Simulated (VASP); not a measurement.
Input of a VASP 6.6.1 run:

INCAR

```
PREC     = Accurate       # precision mode
ENCUT    = 520            # plane-wave cutoff, eV
EDIFF    = 1E-6           # SCF threshold, eV
ISMEAR   = -1             # smearing method
SIGMA    = 0.05           # smearing width, eV
LREAL    = False          # projectors in reciprocal space
LASPH    = True           # aspherical terms in the spheres
NELM     = 100            # most SCF steps
ALGO     = Normal         # electronic algorithm
ISIF     = 2              # what is computed and relaxed
LWAVE    = False          # write WAVECAR
LCHARG   = False          # write CHGCAR
GGA      = PS             # functional
NBANDS   = 35             # bands
```

KPOINTS

```
Automatic mesh
0
Gamma
  6 6 8
```

File POSCAR:

```
SnO2
1.0
    4.6902622069      0.0000000000      0.0000000000
    0.0000000000      4.7672361241      0.0000000000
    0.0000000000      0.0000000000      3.1747386606
Sn O
2 4
Direct
    0.0000000000      0.0000000000      0.0000000000
    0.5000000000      0.5000000000      0.5000000000
    0.7081450000      0.6789580000      0.0000000000
    0.2081450000      0.8210420000      0.5000000000
    0.7918550000      0.1789580000      0.5000000000
    0.2918550000      0.3210420000      0.0000000000
```

Potentials or basis: VASP PAW PBE potentials, release 64 (Sn_d, O).

Command:

```sh
$ cat potpaw_PBE.64/Sn_d/POTCAR potpaw_PBE.64/O/POTCAR > POTCAR
$ mpirun -np 1 vasp_std > vasp.out
```

**Question.** Estimate the pressure.

**Answer.** 6.5 GPa.

**Question.** Predict the largest force.

**Answer.** 0.172 eV/Å.

**Question.** What does it give for the band gap on the k mesh?

**Answer.** 1.34 eV.

Forces in eV/Å, atoms in the order of the input:
```
Sn   0.000  0.000  0.000
Sn   0.000  0.000  0.000
O    0.103  0.138  0.000
O    0.103 -0.138  0.000
O   -0.103  0.138  0.000
O   -0.103 -0.138  0.000
```

Caveat: the cell stands under pressure; the PAW data sets were made with another functional, which shifts forces and pressure a little; spin-orbit coupling is left out, which moves the levels of the heavy elements.
